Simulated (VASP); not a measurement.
Write the native input for VASP 6.6.1 that does the following.

```yaml
Task: single point
Functional: PBE
Potentials_or_basis: VASP PAW PBE potentials, release 64 (C, Mg)
Cutoff: 520 eV
k_mesh: 2 × 2 × 1
Occupations: gaussian, width 0.05 eV
Spin: no spin polarisation
Dipole_correction: no
Further_INCAR_settings: LREAL = Auto; ALGO = Normal; EDIFF = 1e-06; NBANDS = 52
```

The structure of MgC18 lies in POSCAR:

```
MgC18
1.0
    7.3980000000      0.0000000000      0.0000000000
   -3.6990000000      6.4068560000      0.0000000000
    0.0000000000      0.0000000000     11.0000000000
C Mg
18 1
Direct
   -0.0014186049      0.0018153990      0.0813123636
    0.2211609352      0.1114189237      0.0812295455
   -0.0014202652      0.3351437897      0.0812183636
    0.2211698382      0.4447587085      0.0812970909
   -0.0014161929      0.6685093281      0.0811737273
    0.2211687750      0.7781131650      0.0812130909
    0.3318954952      0.0018228910      0.0811570909
    0.5544903460      0.1114259475      0.0811798182
    0.3319078801      0.3351450384      0.0812206364
    0.5544888851      0.4447593328      0.0811567273
    0.3319266887      0.6685035531      0.0812192727
    0.5545042957      0.7780953716      0.0812216364
    0.6652576993      0.0018119652      0.0812099091
    0.8878370624      0.1114148656      0.0812236364
    0.6652407844      0.3351517499      0.0811534545
    0.8878332607      0.4447587085      0.0811851818
    0.6652517082      0.6685015240      0.0812472727
    0.8878354484      0.7781031757      0.0812070000
    0.7106873519      0.2507275019      0.4609018182
```

The input as run:

INCAR

```
SYSTEM = MgC18
  PREC = Accurate
  ENCUT = 520
  EDIFF = 1E-6
  ISMEAR = 0
  SIGMA = 0.05
  LREAL = Auto
  LASPH = .TRUE.
  NELM = 100
  ALGO = Normal
  ISIF = 2
  LWAVE = .FALSE.
  LCHARG = .FALSE.
  GGA = PE
  NBANDS = 52
```

KPOINTS

```
Automatic mesh
0
G
  2 2 1
  0 0 0
```

Potentials or basis: VASP PAW PBE potentials, release 64 (C, Mg).

The run is started by

```bash
$ cat potpaw_PBE.64/C/POTCAR potpaw_PBE.64/Mg/POTCAR > POTCAR
$ mpirun -np 1 vasp_std > vasp.out
```

It gave:

```
Largest force          : 0.020 eV/Å
Band gap on the k mesh : 0.16 eV
```

Caveat: the k points lie up to 0.49 Å⁻¹ apart; there is no dipole correction, which matters where the two faces differ.

Wall time 5.9 min on 1 thread of Intel(R) Xeon(R) Platinum 8259CL CPU @ 2.50GHz (Skylake/Cascade Lake), on a shared host, peak memory 0.56 GiB.
